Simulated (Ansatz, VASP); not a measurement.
One calculation of Hf2S, two programs

```
Hf S
1.0
     3.34653    0.00000    0.00000
    -1.67327    2.89818    0.00000
     0.00000    0.00000   11.66424
Hf S
4 2
Direct
  0.66667 0.33333 0.89862
  0.33333 0.66667 0.39862
  0.66667 0.33333 0.60138
  0.33333 0.66667 0.10138
  0.00000 0.00000 0.75000
  0.00000 0.00000 0.25000
```

Alike in both runs: functional PBEsol; k mesh 12 × 12 × 4; occupations gaussian, width 0.1 eV; no spin polarisation.

Ansatz relaxed the structure, and its values are those at the end. VASP's run is a single point on that final structure, the one shown.

```csv
,VASP,Ansatz
version,VASP 6.6.1,Ansatz 0.2.0
potentials or method,"VASP PAW PBE potentials, release 64 (Hf_pv, S), cutoff 520 eV","scalar-relativistic, plane waves, PAW"
valence electrons in the cell,52,116
```

```tsv
	VASP	Ansatz	Ansatz less VASP
gap on the k mesh at the Fermi level (eV)	none	none	-
pressure (GPa)	-0.4	0.0	+0.44
rms of the force components (eV/Å)	0.003	0.000	-0.0031
```

VASP's potentials were made for PBE, not for PBEsol. A gap of «none» marks a metal or a gap that the smearing closes. VASP's potentials hold 52 valence electrons a cell and Ansatz's 116, so a difference there can come from the potentials and not from the codes.

Spin-orbit coupling is off throughout.
